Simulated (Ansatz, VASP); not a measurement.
**One calculation of Mg5CdTe6, two programs**

```
Mg Cd Te
1.0
     4.20917    0.00000    0.00000
     0.00000    4.20917    0.00000
     0.00000    0.00000   17.85799
Mg Cd Te
5 1 6
Direct
  0.00000 0.00000 0.66667
  0.50000 0.50000 0.83333
  0.50000 0.50000 0.16667
  0.00000 0.00000 0.33333
  0.50000 0.50000 0.50000
  0.00000 0.00000 0.00000
  0.50000 0.00000 0.75000
  0.00000 0.50000 0.91667
  0.50000 0.00000 0.08333
  0.00000 0.50000 0.25000
  0.50000 0.00000 0.41667
  0.00000 0.50000 0.58333
```

Alike in both runs: task single point; functional PBE; k mesh 4 × 4 × 1; occupations gaussian, width 0.1 eV; no spin polarisation.

```csv
,VASP,Ansatz
version,VASP 6.6.1,Ansatz 0.2.0
potentials or method,"VASP PAW PBE potentials, release 64 (Mg, Cd, Te), cutoff 520 eV","scalar-relativistic, plane waves, PAW"
valence electrons in the cell,58,166
```

```tsv
	VASP	Ansatz	Ansatz less VASP
gap on the k mesh at the Fermi level (eV)	2.15	2.17	+0.019
least direct gap on the mesh (eV)	2.18	2.20	+0.019
pressure (GPa)	17.4	17.2	-0.16
traceless stress, the component that is largest in VASP (GPa)	-0.29	-0.29	+0.003
rms of the force components (eV/Å)	0.228	0.220	-0.0076
```

Atom by atom the forces differ by 0.008 eV/Å (rms over components). The functional is the same, so the differences come from potentials, cutoffs and numerics. VASP's potentials hold 58 valence electrons a cell and Ansatz's 166, so a difference there can come from the potentials and not from the codes.

Neither program's run includes spin-orbit coupling.
